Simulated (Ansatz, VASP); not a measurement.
# One calculation of Cu, two programs

```xyz
1
Lattice="0.0000 1.7588 1.7588 1.7588 0.0000 1.7588 1.7588 1.7588 0.0000" Properties=species:S:1:pos:R:3 pbc="T T T"
Cu    0.0000    0.0000    0.0000
```

Alike in both runs: task single point; functional LDA; k mesh 15 × 15 × 15; occupations fermi-dirac, width 0.1 eV; no spin polarisation.

```csv
,VASP,Ansatz
version,VASP 6.6.1,Ansatz 0.2.0
potentials or method,"VASP PAW LDA potentials, release 64 (Cu), cutoff 520 eV","plane waves (600 eV) with PAW, scalar-relativistic"
valence electrons in the cell,11,19
```

Ansatz gave:

```
pressure (GPa) : 0.0
```

**Question.** Estimate VASP's values.

**Answer.** Pressure (GPa): 0.9.

Ansatz warns that its potentials were made for another functional, while VASP's fit it. LDA's correlation is that of Perdew and Zunger in VASP and of Perdew and Wang (1992) in Ansatz. VASP's potentials hold 11 valence electrons a cell and Ansatz's 19, so a difference there can come from the potentials and not from the codes.
